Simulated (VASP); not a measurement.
Input of a VASP 6.6.1 run:

INCAR

```
SYSTEM = ZnCl4
ALGO = Normal
EDIFF = 1E-6
EDIFFG = -0.01
ENCUT = 600
GGA = PE
IBRION = 2
ISIF = 3
ISMEAR = 0
LASPH = .True.
LCHARG = .False.
LREAL = .False.
LWAVE = .False.
NELM = 100
NSW = 100
PREC = Accurate
SIGMA = 0.1
```

KPOINTS

```
k-points
0
Gamma
  10 10 10
  0 0 0
```

File POSCAR:

```
ZnCl4
1.0
   -3.0732621867      3.0732621867      3.0732621867
    3.0732621867     -3.0732621867      3.0732621867
    3.0732621867      3.0732621867     -3.0732621867
Zn Cl
1 4
Direct
    0.0000000000      0.0000000000      0.0000000000
    0.0000000000      0.0000000000      0.5000000000
    0.0000000000      0.5000000000      0.0000000000
    0.5000000000      0.0000000000      0.0000000000
    0.5000000000      0.5000000000      0.5000000000
```

Potentials or basis: VASP PAW PBE potentials, release 64 (Zn, Cl).

Run with:

```bash
$ cat potpaw_PBE.64/Zn/POTCAR potpaw_PBE.64/Cl/POTCAR > POTCAR
$ mpirun -np 1 vasp_std > vasp.out
```

Problem. Estimate the band gap on the k mesh.

Solution. Zero (band 20 reaches 1.08 eV, above the bottom of band 21 at -0.53 eV).

Final structure:
```cif
data_structure
_symmetry_space_group_name_H-M 'P 1'
_symmetry_Int_Tables_number 1
_cell_length_a 5.3230
_cell_length_b 5.3230
_cell_length_c 5.3230
_cell_angle_alpha 109.471
_cell_angle_beta 109.471
_cell_angle_gamma 109.471
_cell_volume 116.11
loop_
_atom_site_label
_atom_site_type_symbol
_atom_site_fract_x
_atom_site_fract_y
_atom_site_fract_z
_atom_site_occupancy
Zn1 Zn 0.00000 0.00000 0.00000 1
Cl1 Cl 0.00000 0.00000 0.50000 1
Cl2 Cl 0.00000 0.50000 0.00000 1
Cl3 Cl 0.50000 0.00000 0.00000 1
Cl4 Cl 0.50000 0.50000 0.50000 1
```

Caveat: the relaxation stopped at its first step, so nothing moved.
